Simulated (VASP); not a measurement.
YZr2O2:

```xyz
5
Lattice="3.8951 0.0000 0.0000 -1.9475 3.3733 0.0000 0.0000 0.0000 6.2451" Properties=species:S:1:pos:R:3 pbc="T T T"
Y     0.0000    0.0000    0.0000
Zr    0.0000    2.2488    2.3072
Zr    1.9475    1.1244    3.9379
O     0.0000    2.2488    4.7958
O     1.9475    1.1244    1.4493
```

The cell was generated, and may not be a known phase.

```yaml
Program: VASP 6.6.1
Task: relaxation of cell and atoms
Functional: PBE
Potentials_or_basis: VASP PAW PBE potentials, release 64 (Y_sv, Zr_sv, O)
Cutoff: 600 eV
k_mesh: 6 × 6 × 4
Occupations: gaussian, width 0.1 eV
Spin: no spin polarisation
```

At the start: pressure -6.7 GPa; volume 16.41 Å³/atom.

How do energy, volume and symmetry change on relaxing?

Over 22 steps the energy falls by 724.3 meV/atom and the volume is 15.26 Å³/atom (-7.0 %); space group P-3m1 (No. 164, to 0.1 Å) before and after.

The path:
| step | energy change (eV) | largest force (eV/Å) | pressure (GPa) | volume (Å³) |
| --- | --- | --- | --- | --- |
| 1 | 0.0000 | 1.9193 | -6.71 | 82.05 |
| 2 | -0.5693 | 0.8452 | 4.85 | 74.08 |
| 3 | -0.5746 | 0.7127 | 6.66 | 73.26 |
| 4 | -0.9214 | 0.5937 | 3.34 | 76.18 |
| 5 | -1.2417 | 1.7658 | 3.04 | 80.94 |
| 6 | -1.5091 | 1.6476 | -0.60 | 84.82 |
| 7 | -1.4307 | 1.3448 | -6.88 | 91.33 |
| 8 | -1.5834 | 1.6074 | -2.82 | 87.07 |
| 9 | -1.8719 | 1.5399 | -3.00 | 85.30 |
| 10 | -2.6177 | 1.7028 | -2.03 | 80.10 |
| 11 | -2.3980 | 4.4506 | 15.75 | 70.13 |
| 12 | -2.9436 | 1.7988 | 0.68 | 76.97 |
| 13 | -2.9764 | 2.2859 | 6.81 | 73.18 |
| 14 | -3.0384 | 1.7370 | 3.00 | 75.18 |
| 15 | -3.2951 | 1.3417 | 0.11 | 75.76 |
| 16 | -3.3499 | 1.5335 | -0.78 | 76.12 |
| 17 | -3.5372 | 0.6948 | 0.42 | 75.64 |
| 18 | -3.6008 | 0.1959 | 2.54 | 75.08 |
| 19 | -3.6017 | 0.1009 | 2.27 | 75.14 |
| 20 | -3.6152 | 0.1130 | -1.84 | 77.30 |
| 21 | -3.6187 | 0.1078 | -0.62 | 76.61 |
| 22 | -3.6215 | 0.0281 | 0.11 | 76.31 |

Final structure:
```
Y Zr O
1.0
     3.30231    0.00000    0.00000
    -1.65115    2.85988    0.00000
     0.00000    0.00000    8.08054
Y Zr O
1 2 2
Direct
  0.00000 0.00000 0.00000
  0.33333 0.66667 0.34194
  0.66667 0.33333 0.65806
  0.33333 0.66667 0.83400
  0.66667 0.33333 0.16600
```

Caveat: a cell axis changed by over 15 % at a fixed basis, so the end point is rough; an odd number of electrons without spin polarisation forces a metal; a magnetic or distorted state may lie lower.
